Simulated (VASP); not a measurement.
GaP, 2 atoms in the cell. The structure is tetragonal, space group I-4m2 (No. 119). The conventional cell has a = 3.854 Å, b = 3.854 Å, c = 5.369 Å, α = 90.00°, β = 90.00°, γ = 90.00°. Within 3.1 Å of Ga (site symmetry -4m2) lie 4 P at 2.35 Å. P (site symmetry -4m2) has 4 Ga at 2.35 Å within 3.1 Å.  This cell differs from its parent crystal: strain -0.0150 x Voigt [0, 1, 0, 0, 0, 0].

| Property | Result |
| --- | --- |
| Program | VASP 6.6.1 |
| Task | single point |
| Functional | LDA |
| Potentials or basis | VASP PAW LDA potentials, release 64 (Ga_d, P) |
| Cutoff | 520 eV |
| k mesh | 8 × 8 × 8 |
| Occupations | gaussian, width 0.05 eV |
| Spin | no spin polarisation |
| Dipole correction | no |
| Further INCAR settings | ALGO = Normal; EDIFF = 1e-07; NBANDS = 16 |

Potentials or basis: VASP PAW LDA potentials, release 64 (Ga_d, P).

Launch:

```sh
$ cat potpaw_LDA.64/Ga_d/POTCAR potpaw_LDA.64/P/POTCAR > POTCAR
$ mpirun -np 1 vasp_std > vasp.out
```

Hardware: 1 thread of Intel(R) Xeon(R) 6975P-C (Granite Rapids), on a shared host.

**Question.** How long does it take, and how much memory?

**Answer.** Run time: 15 s on 1 thread of Intel(R) Xeon(R) 6975P-C (Granite Rapids) (shared host), peak memory 0.16 GiB. Counts: scf iterations 13, k points 59.
